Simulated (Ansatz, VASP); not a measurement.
PbS: VASP beside Ansatz

The input INCAR:

```
SYSTEM = PbS
  ALGO = Normal
  EDIFF = 1E-6
  ENCUT = 520
  GGA = PE
  ISIF = 2
  ISMEAR = 0
  LASPH = .True.
  LCHARG = .False.
  LREAL = .False.
  LWAVE = .False.
  NBANDS = 17
  NELM = 100
  PREC = Accurate
  SIGMA = 0.05
```

Contents of KPOINTS:

```
k-points
0
Gamma
  12 12 12
  0 0 0
```

Contents of POSCAR:

```
PbS
1.0
    0.0000000000      3.0042711419      3.0042711419
    3.0042711419      0.0000000000      3.0042711419
    3.0042711419      3.0042711419      0.0000000000
Pb S
1 1
Direct
    0.0000000000      0.0000000000      0.0000000000
    0.5000000000      0.5000000000      0.5000000000
```

Input for Ansatz:

```yaml
crystal:
  lattice:
    - [0.0, 3.0042711419, 3.0042711419]
    - [3.0042711419, 0.0, 3.0042711419]
    - [3.0042711419, 3.0042711419, 0.0]
  atoms:
    - { symbol: Pb, position: [0.0, 0.0, 0.0] }
    - { symbol: S, position: [0.5, 0.5, 0.5] }
kpoints:
  mp_grid: { grid: [12, 12, 12] }
scf:
  occupations: { method: gaussian, width: 0.05 }
hamiltonian:
  xc: pbe
  pseudopotentials: { kind: all_electron, lapw: { basis_error: 0.00025 } }
output:
  forces: true
  stress: true
  eigenvalues: true
```

Alike in both runs: task single point; functional PBE; k mesh 12 × 12 × 12; occupations gaussian, width 0.05 eV; no spin polarisation.

|  | VASP | Ansatz |
| --- | --- | --- |
| version | VASP 6.6.1 | Ansatz 0.2.0 |
| potentials or method | VASP PAW PBE potentials, release 64 (Pb_d, S), cutoff 520 eV | all-electron LAPW, scalar-relativistic |

```csv
,VASP,Ansatz,Ansatz less VASP
gap on the k mesh at the Fermi level (eV),0.50,0.49,-0.008
pressure (GPa),-0.1,0.0,+0.07
```

Ansatz ran all-electron here, and VASP with PAW potentials.

Neither program's run includes spin-orbit coupling.
